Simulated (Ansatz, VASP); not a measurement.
One calculation of F, two programs

File INCAR:

```
PREC     = Accurate       # precision mode
ENCUT    = 520            # plane-wave cutoff, eV
EDIFF    = 1E-6           # SCF threshold, eV
ISMEAR   = -1             # smearing method
SIGMA    = 0.1            # smearing width, eV
LREAL    = False          # projectors in reciprocal space
LASPH    = True           # aspherical terms in the spheres
NELM     = 100            # most SCF steps
ALGO     = Normal         # electronic algorithm
ISIF     = 2              # what is computed and relaxed
LWAVE    = False          # write WAVECAR
LCHARG   = False          # write CHGCAR
GGA      = PS             # functional
NBANDS   = 10             # bands
```

Contents of KPOINTS:

```
regular mesh
0
Gamma
  20 20 20
```

File POSCAR:

```
F
1.0
   -1.0630537521      1.0630537521      1.0630537521
    1.0630537521     -1.0630537521      1.0630537521
    1.0630537521      1.0630537521     -1.0630537521
F
1
Direct
    0.0000000000      0.0000000000      0.0000000000
```

Input for Ansatz:

```yaml
crystal:
  lattice:
    - [-1.0630537521, 1.0630537521, 1.0630537521]
    - [1.0630537521, -1.0630537521, 1.0630537521]
    - [1.0630537521, 1.0630537521, -1.0630537521]
  atoms:
    - { symbol: F, position: [0.0, 0.0, 0.0] }
kpoints:
  mp_grid: { grid: [20, 20, 20] }
scf:
  occupations: { method: fermi_dirac, width: 0.1 }
hamiltonian:
  xc: pbesol
  pseudopotentials: { kind: all_electron, lapw: { basis_error: 0.001 } }
output:
  forces: true
  stress: true
  eigenvalues: true
  populations: true
```

Change from the starting cell: volume scaled by 0.52, LAPW.

Alike in both runs: task single point; functional PBEsol; k mesh 20 × 20 × 20; occupations fermi-dirac, width 0.1 eV; no spin polarisation.

|  | VASP | Ansatz |
| --- | --- | --- |
| version | VASP 6.6.1 | Ansatz 0.2.0 |
| potentials or method | VASP PAW PBE potentials, release 64 (F), cutoff 520 eV | all-electron LAPW, scalar-relativistic |

|  | VASP | Ansatz | Ansatz less VASP |
| --- | --- | --- | --- |
| pressure (GPa) | 247.3 | 247.8 | +0.43 |

VASP's potentials were made for PBE, not for PBEsol. Both programs put the cell under a high pressure, so it lies far from rest at this level. Ansatz ran all-electron here, and VASP with PAW potentials.

Noted on VASP's run: the cell as given lies far from equilibrium.
